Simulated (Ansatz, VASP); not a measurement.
Sn: VASP beside Ansatz

The input INCAR:

```
  PREC = Accurate
  ENCUT = 520
  EDIFF = 1E-6
  ISMEAR = -1
  SIGMA = 0.03
  LREAL = False
  LASPH = True
  NELM = 100
  ALGO = Normal
  ISIF = 2
  LWAVE = False
  LCHARG = True
  GGA = CA
  LELF = True
  LVHAR = True
  NBANDS = 21
```

Contents of KPOINTS:

```
regular mesh
0
Gamma
  9 9 9
```

POSCAR

```
Sn
1.0
    0.0000000000      3.2131440000      3.2456000000
    3.2131440000      0.0000000000      3.2456000000
    3.2131440000      3.2131440000      0.0000000000
Sn
2
Direct
    0.5000000000      0.5000000000      0.5000000000
    0.7500000000      0.7500000000      0.7500000000
```

Input for Ansatz:

```yaml
crystal:
  lattice:
    - [0.0, 3.213144, 3.2456]
    - [3.213144, 0.0, 3.2456]
    - [3.213144, 3.213144, 0.0]
  atoms:
    - { symbol: Sn, position: [0.5, 0.5, 0.5] }
    - { symbol: Sn, position: [0.75, 0.75, 0.75] }
kpoints:
  mp_grid: { grid: [9, 9, 9] }
  band_path:
    path:
      - [0.0, 0.0, 0.0]
      - [0.0, 0.5, 0.5]
      - [0.25, 0.75, 0.5]
      - [0.0, 0.5, 0.0]
      - [0.0, 0.0, 0.0]
      - [0.5, 0.5, 0.0]
      - [0.3725125, 0.6274875, 0.0]
      - [-0.3725125, 0.3725125, 0.0]
      - [0.0, 0.0, 0.0]
    npoints: 5
scf:
  occupations: { method: fermi_dirac, width: 0.03 }
hamiltonian:
  xc: lda
  pseudopotentials: { kind: all_electron, lapw: { basis_error: 0.00025 } }
output:
  forces: true
  stress: true
  eigenvalues: true
```

Change from the starting cell: equal xx and yy strain of -1 %.

Alike in both runs: task single point; functional LDA; k mesh 9 × 9 × 9; occupations fermi-dirac, width 0.03 eV; no spin polarisation.

|  | VASP | Ansatz |
| --- | --- | --- |
| version | VASP 6.6.1 | Ansatz 0.2.0 |
| potentials or method | VASP PAW LDA potentials, release 64 (Sn_d), cutoff 520 eV | all-electron LAPW, scalar-relativistic |

|  | VASP | Ansatz | Ansatz less VASP |
| --- | --- | --- | --- |
| pressure (GPa) | 0.6 | 0.5 | -0.01 |
| traceless stress, the component that is largest in VASP (GPa) | -0.22 | -0.22 | +0.008 |

LDA's correlation is that of Perdew and Zunger in VASP and of Perdew and Wang (1992) in Ansatz. Ansatz ran all-electron here, and VASP with PAW potentials.
